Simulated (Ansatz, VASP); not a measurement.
**One calculation of K, two programs**

```xyz
1
Lattice="-2.6442 2.6442 2.6180 2.6442 -2.6442 2.6180 2.6442 2.6442 -2.6180" Properties=species:S:1:pos:R:3 pbc="T T T"
K     0.0000    0.0000    0.0000
```

Change from the starting cell: equal xx and yy strain of +1 %, crystal datasets.

Alike in both runs: task electric field gradients; functional PBEsol; k mesh 10 × 10 × 10; occupations fermi-dirac, width 0.08 eV; no spin polarisation.

|  | VASP | Ansatz |
| --- | --- | --- |
| version | VASP 6.6.1 | Ansatz 0.2.0 |
| potentials or method | VASP PAW PBE potentials, release 64 (K_sv), cutoff 520 eV | all-electron PAW with datasets made for the crystal, scalar-relativistic |

```csv
,VASP,Ansatz,Ansatz less VASP
pressure (GPa),-0.1,-0.1,+0.01
```

VASP's potentials were made for PBE, not for PBEsol. Ansatz ran all-electron here, and VASP with PAW potentials.
